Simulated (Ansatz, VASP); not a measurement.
# Br in VASP and in Ansatz

```
Br
1.0
     5.92468    0.00000    0.00000
    -2.96234    5.13092    0.00000
     0.00000    0.00000    3.63208
Br
3
Cartesian
  0.0000 0.0000 0.0000
  0.0000 3.4206 1.8160
  2.9623 1.7103 1.8160
```

Alike in both runs: task relaxation of cell and atoms; functional r2SCAN; k mesh 3 × 3 × 6; occupations gaussian, width 0.1 eV; no spin polarisation.

|  | VASP | Ansatz |
| --- | --- | --- |
| version | VASP 6.6.1 | Ansatz 0.2.0 |
| potentials or method | VASP PAW PBE potentials, release 64 (Br), cutoff 600 eV | scalar-relativistic, plane waves, PAW |
| valence electrons in the cell | 21 | 21 |

|  | VASP | Ansatz | Ansatz less VASP |
| --- | --- | --- | --- |
| gap on the k mesh at the Fermi level, each at its own relaxed structure (eV) | none | none | - |
| relaxed volume (Å³/atom) | 26.68 | 26.55 | -0.133 |
| relaxed length of the cell vector where the two differ most in proportion (Å) | 3.276 | 3.256 | -0.0201 |

VASP's potentials were made for PBE, not for r2SCAN. A gap of «none» marks a metal or a gap that the smearing closes.

The k mesh is coarse, so the values compare programs but aren't converged. Noted on VASP's run: the volume moved by over 15 % at a fixed basis, so the end points are rough.
